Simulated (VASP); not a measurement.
# Zr (Cmcm) in VASP: a series of runs

The runs below take Zr through single point, with PBEsol.

All numbers are computed with VASP 6.6.1; they aren't measurements. Logs are shortened: lines on timing, memory, paths and dates and some standing lists are left out, and cuts for length are marked.

## (1) The cell of the first run

The structure is orthorhombic, space group Cmcm (No. 63). Conventional cell: a = 3.232 Å, b = 5.654 Å, c = 5.147 Å, α = 90.00°, β = 90.00°, γ = 90.00°. Within 4.2 Å of Zr (site symmetry m2m) lie 12 Zr at 3.18 to 3.26 Å.

## (2) Single point, PBEsol (strain +0.0100 x Voigt [0, 1, 0, 0, 0, 0])

Input file INCAR:

```
PREC = Accurate ; ENCUT = 520
EDIFF = 1E-6 ; ISMEAR = 0
SIGMA = 0.15 ; LREAL = False
LASPH = True ; NELM = 60
ALGO = Fast ; ISIF = 2
LWAVE = False ; LCHARG = False
GGA = PS ; NBANDS = 19
```

Input file KPOINTS:

```
regular mesh
0
Gamma
  18 18 10
```

Input file POSCAR:

```
Zr
1.0
    3.2319982225      0.0000000000      0.0000000000
   -1.6159991112      2.8269824914      0.0000000000
    0.0000000000      0.0000000000      5.1470000000
Zr
2
Direct
    0.3333333333      0.6666666667      0.2500000000
    0.6666666667      0.3333333333      0.7500000000
```

Potentials or basis: VASP PAW PBE potentials, release 64 (Zr_sv).

Run with:

```
> cat potpaw_PBE.64/Zr_sv/POTCAR > POTCAR
> mpirun -np 1 vasp_std > vasp.out
```

OUTCAR:

```text
PREC = Accurate
   ENCUT = 520
   EDIFF = 1E-6
   ISMEAR = 0
   LREAL = False
   LASPH = True
   NELM = 60
   ISIF = 2
   GGA = PS

 ion  position               nearest neighbor table
   1  0.333  0.667  0.250-   2 3.18   2 3.18   2 3.18   2 3.18   2 3.19   2 3.19
   2  0.667  0.333  0.750-   1 3.18   1 3.18   1 3.18   1 3.18   1 3.19   1 3.19

  LATTYP: Found a base centered orthorhombic cell.
 ALAT       =     3.2319982225
 B/A-ratio  =     1.7493713157
 C/A-ratio  =     1.5925132521

  Lattice vectors:

 A1 = (   1.6159991112,  -2.8269824914,   0.0000000000)
 A2 = (   1.6159991113,   2.8269824914,   0.0000000000)
 A3 = (   0.0000000000,   0.0000000000,   5.1470000000)

Analysis of symmetry for initial positions (statically):
=====================================================================
 Subroutine PRICEL returns:
 Original cell was already a primitive cell.

 Routine SETGRP: Setting up the symmetry group for a
 base centered orthorhombic supercell.

 Subroutine GETGRP returns: Found  8 space group operations
 (whereof  4 operations were pure point group operations)
 out of a pool of  8 trial point group operations.

The static configuration has the point symmetry C_2h.
 The point group associated with its full space group is D_2h.

Analysis of symmetry for dynamics (positions and initial velocities):
=====================================================================
 Subroutine PRICEL returns:
 Original cell was already a primitive cell.

 Routine SETGRP: Setting up the symmetry group for a
 base centered orthorhombic supercell.

 Subroutine GETGRP returns: Found  8 space group operations
 (whereof  4 operations were pure point group operations)
 out of a pool of  8 trial point group operations.

The dynamic configuration has the point symmetry C_2h.
 The point group associated with its full space group is D_2h.

 Subroutine INISYM returns: Found  8 space group operations
 (whereof  4 operations are pure point group operations),
 and found     1 'primitive' translations

----------------------------------------------------------------------------------------

                                     Primitive cell

  volume of cell :      47.0271

  direct lattice vectors                    reciprocal lattice vectors
     3.231998223  0.000000000  0.000000000     0.309406111  0.176867031  0.000000000
    -1.615999111  2.826982491  0.000000000     0.000000000  0.353734062  0.000000000
     0.000000000  0.000000000  5.147000000     0.000000000  0.000000000  0.194287935

  length of vectors
     3.231998223  3.256268283  5.147000000     0.356390359  0.353734062  0.194287935

  position of ions in fractional coordinates (direct lattice)
     0.333333333  0.666666667  0.250000000
     0.666666667  0.333333333  0.750000000

  ion indices of the primitive-cell ions
   primitive index   ion index
                 1           1
                 2           2

----------------------------------------------------------------------------------------

 KPOINTS: regular mesh

Automatic generation of k-mesh.
 Grid dimensions read from file:
 generate k-points for:   18   18   10

 Generating k-lattice:

  Cartesian coordinates                     Fractional coordinates (reciprocal lattice)
     0.017189228  0.009825946  0.000000000     0.055555556  0.000000000  0.000000000
     0.000000000  0.019651892  0.000000000     0.000000000  0.055555556  0.000000000
     0.000000000  0.000000000  0.019428793     0.000000000  0.000000000  0.100000000

  Length of vectors
     0.019799464  0.019651892  0.019428793

  Shift w.r.t. Gamma in fractional coordinates (k-lattice)
     0.000000000  0.000000000  0.000000000

 Subroutine IBZKPT returns following result:
 ===========================================

 Found    546 irreducible k-points:

 Following reciprocal coordinates:
            Coordinates               Weight
  0.000000  0.000000  0.000000      1.000000
  0.055556  0.000000  0.000000      4.000000
  0.111111  0.000000  0.000000      4.000000
  0.166667  0.000000  0.000000      4.000000
  0.222222  0.000000  0.000000      4.000000
  0.277778  0.000000  0.000000      4.000000
[... 16 lines left out ...]
 -0.333333  0.055556  0.000000      4.000000
 -0.277778  0.055556  0.000000      4.000000
 [... further k-points ...]
   k-points           NKPTS =    546   k-points in BZ     NKDIM =    546   number of bands    NBANDS=     19
   number of dos      NEDOS =    301   number of ions     NIONS =      2
   total plane-waves  NPLWV =  23040
   dimension x,y,z NGX =    24 NGY =   24 NGZ =   40
   dimension x,y,z NGXF=    48 NGYF=   48 NGZF=   80
   ions per type =               2
   NGX,Y,Z   is equivalent  to a cutoff of  12.35, 12.25, 12.92 a.u.
   NGXF,Y,Z  is equivalent  to a cutoff of  24.69, 24.51, 25.84 a.u.
 SYSTEM =  unknown system
   PREC   = accura    normal or accurate (medium, high low for compatibility)
   ISTART =      0    job   : 0-new  1-cont  2-samecut
   ICHARG =      2    charge: 1-file 2-atom 10-const
   ISPIN  =      1    spin polarized calculation?
   LNONCOLLINEAR =      F non collinear calculations
   LSORBIT =      F    spin-orbit coupling
   LASPH  =      T    aspherical Exc in radial PAW
   ENCUT  =  520.0 eV  38.22 Ry    6.18 a.u.   6.01  6.05  9.57*2*pi/ulx,y,z
   NELM   =     60;   NELMIN=  2; NELMDL= -5     # of ELM steps
   EDIFF  = 0.1E-05   stopping-criterion for ELM
   LREAL  =      F    real-space projection
   EDIFFG = 0.1E-04   stopping-criterion for IOM
   NSW    =      0    number of steps for IOM
   IBRION =     -1    ionic relax: 0-MD 1-quasi-New 2-CG
   NFREE  =      0    steps in history (QN), initial steepest desc. (CG)
   ISIF   =      2    stress and relaxation
   ISYM   =      2    0-nonsym 1-usesym 2-fastsym
   POTIM  = 0.5000    time-step for ionic-motion
   TEBEG  =    0.0;   TEEND  =   0.0 temperature during run
   PSTRESS=    0.0 pullay stress
   NELECT =      24.0000    total number of electrons
   NUPDOWN=      -1.0000    fix difference up-down
   EMIN   =  10.00;   EMAX   =-10.00  energy-range for DOS
   EFERMI =   0.00;   METHOD = LEGACY
   ISMEAR =     0;   SIGMA  =   0.15  broadening in eV -4-tet -1-fermi 0-gaus
   EFERMI_NEDOS =   21; number of points for ismear=-14 and -15
   IALGO  =     68    algorithm
   IMIX   =      4    mixing-type and parameters
     AMIX     =   0.40;   BMIX     =  1.00
     AMIX_MAG =   1.60;   BMIX_MAG =  1.00
  volume/ion in A,a.u.               =      23.51       158.68
  Fermi-wavevector in a.u.,A,eV,Ry     =   1.308265  2.472263 23.287157  1.711558
  Thomas-Fermi vector in A             =   2.438944
   LORBIT       =      0    0 simple, 1 ext, 2 COOP (PROOUT), +10 PAW based schemes
   GGA     = PS    functional components
   LHFCALC =     F    Hartree Fock is set to
   AEXX    =    0.0000 exact exchange contribution
   IVDW    =     0    specifies the selected vdW correction
   LEPSILON=     F    determine dielectric tensor
   LRPA    =     F    only Hartree local field effects (RPA)
 non-spin polarized calculation
 RMM-DIIS sequential band-by-band and
 Gauss-broadening in eV      SIGMA  =   0.15
  energy-cutoff  :      520.00
  volume of cell :       47.03
 maximum number of plane-waves:      1296
   NGX = 13   NGY = 13   NGZ = 19

 number of electron      24.0000000 magnetization

 Free energy of the ion-electron system (eV)
  ---------------------------------------------------
  ext. energy  EPLUGINS =         0.00000000
  ---------------------------------------------------
  free energy    TOTEN  =       -18.14547877 eV

  energy without entropy =      -18.12224888  energy(sigma->0) =      -18.13386383

 E-fermi :   8.7550     XC(G=0): -11.1567

 val. band max:        8.7525663778   @ k =   0.3889   0.2222   0.5000
 cond. band min:       8.7562418143   @ k =   0.3333   0.2778   0.3000
 fundamental gap:      0.0036754365
 Fermi energy:         8.7550071051

 k-point     1 :       0.0000    0.0000    0.0000
  band No.  band energies     occupation
      1     -40.0019      2.00000
      2     -39.8492      2.00000
      3     -18.5436      2.00000
      4     -17.6980      2.00000
      5     -17.6859      2.00000
      6     -17.5555      2.00000
[... 11 lines left out ...]
     18      10.8530      0.00000
     19      13.1239      0.00000

 k-point     2 :       0.0556    0.0000    0.0000
  band No.  band energies     occupation
      1     -39.9984      2.00000
      2     -39.8478      2.00000
      3     -18.5342      2.00000
      4     -17.7116      2.00000
      5     -17.6997      2.00000
      6     -17.5692      2.00000
[... 11 lines left out ...]
     18      10.7573      0.00000
     19      13.1920      0.00000

 k-point     3 :       0.1111    0.0000    0.0000
  band No.  band energies     occupation
      1     -39.9885      2.00000
      2     -39.8439      2.00000
      3     -18.5067      2.00000
      4     -17.7684      2.00000
      5     -17.7213      2.00000
      6     -17.6284      2.00000
[... 11 lines left out ...]
     18      10.5644      0.00000
     19      13.3388      0.00000

 k-point     4 :       0.1667    0.0000    0.0000
  band No.  band energies     occupation
      1     -39.9728      2.00000
      2     -39.8381      2.00000
      3     -18.4627      2.00000
      4     -17.8583      2.00000
      5     -17.7505      2.00000
      6     -17.7191      2.00000
[... 407 lines left out ...]
     18      13.1992      0.00000
     19      13.8999      0.00000

 k-point    23 :      -0.3333    0.0556    0.0000
  band No.  band energies     occupation
      1     -39.9178      2.00000
      2     -39.8226      2.00000
      3     -18.2948      2.00000
      4     -18.1429      2.00000
      5     -18.0057      2.00000
      6     -17.8359      2.00000
[... 11 lines left out ...]
     18      12.4897      0.00000
     19      13.8259      0.00000

 k-point    24 :      -0.2778    0.0556    0.0000
  band No.  band energies     occupation
      1     -39.9400      2.00000
      2     -39.8277      2.00000
      3     -18.3655      2.00000
      4     -18.0297      2.00000
      5     -17.9095      2.00000
      6     -17.7931      2.00000
[... 11 lines left out ...]
     18      11.8336      0.00000
     19      13.7180      0.00000

 [... further k-points ...]

------------------------ aborting loop because EDIFF is reached ----------------------------------------

  FORCE on cell =-STRESS in cart. coord.  units (eV):
  Direction    XX          YY          ZZ          XY          YZ          ZX
  --------------------------------------------------------------------------------------
  -------------------------------------------------------------------------------------
  Total       -1.1494176     -1.4088616     -1.0475453     -0.0000000      0.0000000      0.0000000
  in kB      -39.1597607    -47.9988136    -35.6890515     -0.0000000      0.0000000      0.0000000
  external PRESSURE =     -40.9492086 kB  Pullay stress =       0.0000000 kB

 VOLUME and BASIS-vectors are now :
 -----------------------------------------------------------------------------
  energy-cutoff  :      520.00
  volume of cell :       47.03
      direct lattice vectors                 reciprocal lattice vectors
     3.231998223  0.000000000  0.000000000     0.309406111  0.176867031  0.000000000
    -1.615999111  2.826982491  0.000000000     0.000000000  0.353734062  0.000000000
     0.000000000  0.000000000  5.147000000     0.000000000  0.000000000  0.194287935

 POSITION                                       TOTAL-FORCE (eV/Angst)
 -----------------------------------------------------------------------------------
     -0.00000      1.88465      1.28675         0.000000      0.017001      0.000000
      1.61600      0.94233      3.86025        -0.000000     -0.017001      0.000000
 -----------------------------------------------------------------------------------
    total drift:                               -0.000000      0.000000     -0.000000

  FREE ENERGIE OF THE ION-ELECTRON SYSTEM (eV)
  ---------------------------------------------------
  free  energy   TOTEN  =       -18.1454787687 eV

  energy  without entropy=      -18.1222488838  energy(sigma->0) =      -18.13386383
```

It took 5.3 min on 1 thread of Intel Xeon 6975P-C (Granite Rapids), shared host; peak memory 0.47 GiB.

Results:

```yaml
Free_energy: -18.1455 eV
Pressure: -4.1 GPa
Largest_force: 0.017 eV/Å
Band_gap_on_the_k_mesh: zero (bands 12 and 13 overlap by 1.26 eV)
```

Forces on the atoms (eV/Å):
```
Zr   0.000  0.017  0.000
Zr   0.000 -0.017  0.000
```

Caveat: the cell differs from its parent crystal (strain +0.0100 x Voigt [0, 1, 0, 0, 0, 0]); the cell stands under tension; the PAW data sets were made with another functional, which shifts forces and pressure a little.

## (3) Single point, PBEsol (strain +0.0200 x Voigt [0, 1, 0, 0, 0, 0])

Input file INCAR:

```
SYSTEM = Zr
PREC = Accurate ; ENCUT = 520
EDIFF = 1E-7 ; ISMEAR = 0
SIGMA = 0.15 ; LREAL = .False.
LASPH = .True. ; NELM = 80
ALGO = Fast ; ISIF = 2
LWAVE = .False. ; LCHARG = .False.
GGA = PS ; NBANDS = 19
```

Input file KPOINTS:

```
Automatic mesh
0
Gamma
  18 18 10
  0 0 0
```

Input file POSCAR:

```
Zr
1.0
    3.2319982225      0.0000000000      0.0000000000
   -1.6159991112      2.8549724170      0.0000000000
    0.0000000000      0.0000000000      5.1470000000
Zr
2
Direct
    0.3333333333      0.6666666667      0.2500000000
    0.6666666667      0.3333333333      0.7500000000
```

Potentials or basis: VASP PAW PBE potentials, release 64 (Zr_sv).

Run with:

```
> cat potpaw_PBE.64/Zr_sv/POTCAR > POTCAR
> mpirun -np 1 vasp_std > vasp.out
```

Wall time 6.5 min (1 thread of Intel Xeon 6975P-C (Granite Rapids), shared host); peak memory 0.47 GiB.

Results (log left out):

- Free energy: -18.1298 eV
- Pressure: -4.9 GPa
- Largest force: 0.033 eV/Å
- Band gap on the k mesh: zero (bands 12 and 13 overlap by 1.27 eV)

Forces in eV/Å, atoms in the order of the input:
```
Zr   0.000  0.033  0.000
Zr   0.000 -0.033  0.000
```

Stress tensor (GPa, compression positive):
```
-4.41  0.00  0.00
 0.00 -6.12  0.00
 0.00  0.00 -4.16
```

Levels at points of the mesh, in eV from the Fermi level:
| k point | band 9 | band 10 | band 11 | band 12 | band 13 | band 14 | band 15 | band 16 |
| --- | --- | --- | --- | --- | --- | --- | --- | --- |
| (0.00, 0.00, 0.00) | -5.64 | -2.98 | 0.68 | 1.00 | 1.08 | 1.19 | 1.39 | 1.68 |
| (0.50, 0.00, 0.00) | -2.51 | -2.49 | -2.08 | -0.24 | 0.40 | 0.83 | 1.52 | 4.75 |
| (0.00, 0.50, 0.00) | -2.51 | -2.50 | -2.07 | -0.36 | 0.59 | 0.78 | 1.38 | 4.70 |
| (0.00, 0.00, 0.50) | -3.93 | -3.93 | 0.09 | 0.09 | 0.58 | 0.58 | 0.86 | 0.86 |
| (0.50, 0.00, 0.50) | -2.81 | -2.81 | -0.99 | -0.99 | 1.59 | 1.59 | 2.07 | 2.07 |
| (0.00, 0.50, 0.50) | -2.83 | -2.83 | -1.00 | -1.00 | 1.48 | 1.48 | 2.23 | 2.23 |

Caveat: the cell differs from its parent crystal (strain +0.0200 x Voigt [0, 1, 0, 0, 0, 0]); the cell stands under tension; the PAW data sets were made with another functional, which shifts forces and pressure a little.

## (4) Single point, PBEsol (strain +0.0300 x Voigt [0, 1, 0, 0, 0, 0])

Input file INCAR:

```
PREC     = Accurate       # precision mode
ENCUT    = 520            # plane-wave cutoff, eV
EDIFF    = 1E-6           # SCF threshold, eV
ISMEAR   = 0              # smearing method
SIGMA    = 0.15           # smearing width, eV
LREAL    = False          # projectors in reciprocal space
LASPH    = True           # aspherical terms in the spheres
NELM     = 80             # most SCF steps
ALGO     = Fast           # electronic algorithm
ISIF     = 2              # what is computed and relaxed
LWAVE    = False          # write WAVECAR
LCHARG   = False          # write CHGCAR
GGA      = PS             # functional
NBANDS   = 19             # bands
```

Input file KPOINTS:

```
Automatic mesh
0
Gamma
  18 18 10
```

Input file POSCAR:

```
Zr
1.0
    3.2319982225      0.0000000000      0.0000000000
   -1.6159991112      2.8829623427      0.0000000000
    0.0000000000      0.0000000000      5.1470000000
Zr
2
Direct
    0.3333333333      0.6666666667      0.2500000000
    0.6666666667      0.3333333333      0.7500000000
```

Potentials or basis: VASP PAW PBE potentials, release 64 (Zr_sv).

Run with:

```
> cat potpaw_PBE.64/Zr_sv/POTCAR > POTCAR
> mpirun -np 1 vasp_std > vasp.out
```

OUTCAR:

```text
PREC = Accurate
   ENCUT = 520
   EDIFF = 1E-6
   ISMEAR = 0
   LREAL = False
   LASPH = True
   NELM = 80
   ISIF = 2
   GGA = PS

 ion  position               nearest neighbor table
   1  0.333  0.667  0.250-   2 3.19   2 3.19   2 3.19   2 3.19   2 3.21   2 3.21
   2  0.667  0.333  0.750-   1 3.19   1 3.19   1 3.19   1 3.19   1 3.21   1 3.21

  LATTYP: Found a base centered orthorhombic cell.
 ALAT       =     3.2319982225
 B/A-ratio  =     1.7840123318
 C/A-ratio  =     1.5925132521

[... 720 lines left out ...]
------------------------ aborting loop because EDIFF is reached ----------------------------------------

  FORCE on cell =-STRESS in cart. coord.  units (eV):
  Direction    XX          YY          ZZ          XY          YZ          ZX
  --------------------------------------------------------------------------------------
  -------------------------------------------------------------------------------------
  Total       -1.4623463     -2.2042944     -1.4218012     -0.0000000     -0.0000000      0.0000000
  in kB      -48.8535998    -73.6403630    -47.4990824     -0.0000000     -0.0000000      0.0000000
  external PRESSURE =     -56.6643484 kB  Pullay stress =       0.0000000 kB

 VOLUME and BASIS-vectors are now :
 -----------------------------------------------------------------------------
  energy-cutoff  :      520.00
  volume of cell :       47.96
      direct lattice vectors                 reciprocal lattice vectors
     3.231998223  0.000000000  0.000000000     0.309406111  0.173432720  0.000000000
    -1.615999111  2.882962343  0.000000000     0.000000000  0.346865439  0.000000000
     0.000000000  0.000000000  5.147000000     0.000000000  0.000000000  0.194287935

 POSITION                                       TOTAL-FORCE (eV/Angst)
 -----------------------------------------------------------------------------------
     -0.00000      1.92197      1.28675         0.000000      0.048689      0.000000
      1.61600      0.96099      3.86025        -0.000000     -0.048689     -0.000000
 -----------------------------------------------------------------------------------
    total drift:                               -0.000000      0.000000     -0.000000

  FREE ENERGIE OF THE ION-ELECTRON SYSTEM (eV)
  ---------------------------------------------------
  free  energy   TOTEN  =       -18.1104271411 eV

  energy  without entropy=      -18.0872132107  energy(sigma->0) =      -18.09882018
```

Run time: 6.6 min. Hardware: 1 thread of Intel Xeon 6975P-C (Granite Rapids), shared host; peak memory 0.48 GiB.

What came out:

```
Free energy            : -18.1104 eV
Pressure               : -5.7 GPa
Largest force          : 0.049 eV/Å
Band gap on the k mesh : zero (bands 12 and 13 overlap by 1.33 eV)
```

Forces on the atoms (eV/Å):
```
Zr   0.000  0.049  0.000
Zr   0.000 -0.049  0.000
```

Caveat: the cell differs from its parent crystal (strain +0.0300 x Voigt [0, 1, 0, 0, 0, 0]); the cell stands under tension; the PAW data sets were made with another functional, which shifts forces and pressure a little.

## (5) Summary

| cell | further INCAR settings | gap on the mesh (eV) | pressure (GPa) | largest force (eV/Å) |
| --- | --- | --- | --- | --- |
| a = 3.232, b = 3.256, c = 5.147 Å, angles 90.0, 90.0, 119.8°, 2 atoms | ALGO = Fast; EDIFF = 1e-06; NBANDS = 19 | none | -4.1 | 0.02 |
| a = 3.232, b = 3.281, c = 5.147 Å, angles 90.0, 90.0, 119.5°, 2 atoms | ALGO = Fast; EDIFF = 1e-07; NBANDS = 19 | none | -4.9 | 0.03 |
| a = 3.232, b = 3.305, c = 5.147 Å, angles 90.0, 90.0, 119.3°, 2 atoms | ALGO = Fast; EDIFF = 1e-06; NBANDS = 19 | none | -5.7 | 0.05 |

Alike in all rows: task single point; level PBEsol; potentials or basis VASP PAW PBE potentials, release 64 (Zr_sv); no spin polarisation; k mesh 18 × 18 × 10; cutoff (eV) 520; smearing gaussian 0.15 eV.

Caveats: the cell stands under tension; the PAW data sets were made with another functional, which shifts forces and pressure a little.

Absolute energies hang on the potentials; compare differences alone.
